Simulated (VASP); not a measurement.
Crystal: CeO2.

```
Ce O
1.0
     0.00000    2.70365    2.70365
     2.70365    0.00000    2.70365
     2.70365    2.70365    0.00000
Ce O
1 2
Direct
  0.00000 0.00000 0.00000
  0.75000 0.75000 0.75000
  0.25000 0.25000 0.25000
```

Program: VASP 6.6.1. Alike in all runs: task single point; cell as given; cutoff (eV) 520; smearing fermi-dirac 0.05 eV.

Question: Order these runs on this cell by their pressure, lowest first.
A. level LDA; potentials or basis VASP PAW LDA potentials, release 64 (Ce, O); spin collinear, ferromagnetic start; k mesh 9 × 9 × 9
B. level revPBE+D3(BJ); potentials or basis VASP PAW PBE potentials, release 64 (Ce, O); spin collinear, ferromagnetic start; k mesh 9 × 9 × 9
C. level PBE; potentials or basis VASP PAW PBE potentials, release 64 (Ce, O); spin non-collinear, typed start, SOC; k mesh 7 × 7 × 7

Answer: A (-4.9 GPa), B (2.7 GPa), C (5.7 GPa).

Caveats: the magnetic or orbital state may not be the lowest; the PAW data sets were made with another functional, which shifts forces and pressure a little (some runs).
